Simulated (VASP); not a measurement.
## Al2Au: single point with PBEsol

The system is Al2Au.

```
CELL_PARAMETERS angstrom
0.00000 3.00000 3.00000
3.00000 0.00000 3.00000
3.00000 3.00000 0.00000
ATOMIC_POSITIONS crystal
Al 0.25000 0.25000 0.25000
Al 0.75000 0.79500 0.75000
Au 0.00000 0.00000 0.00000
```

```
Program             : VASP 6.6.1
Task                : single point
Functional          : PBEsol
Potentials or basis : VASP PAW PBE potentials, release 64 (Al, Au)
Cutoff              : 520 eV
k mesh              : 5 × 5 × 5
Occupations         : methfessel-paxton, width 0.1 eV
Spin                : no spin polarisation
```

```yaml
Pressure: 1.0 GPa
Largest_force: 1.209 eV/Å
```

Forces in eV/Å, atoms in the order of the input:
```
Al   0.256 -0.027  0.256
Al  -0.838 -0.242 -0.838
Au   0.582  0.269  0.582
```

Stress tensor (GPa, compression positive):
```
0.92 2.74 0.96
2.74 1.04 2.74
0.96 2.74 0.92
```

Levels at points of the mesh, in eV from the Fermi level:
| k point | band 7 | band 8 | band 9 | band 10 | band 11 | band 12 |
| --- | --- | --- | --- | --- | --- | --- |
| (0.00, 0.00, 0.00) | 2.36 | 2.74 | 3.03 | 3.17 | 3.99 | 4.09 |

It took 31 s on 1 thread of AMD EPYC 7R43 64-Core Processor (Zen 3), with other jobs on the host, peak memory 0.15 GiB.

Caveat: the k points lie up to 0.36 Å⁻¹ apart; the PAW data sets were made with another functional, which shifts forces and pressure a little; spin-orbit coupling is left out, which moves the levels of the heavy elements.
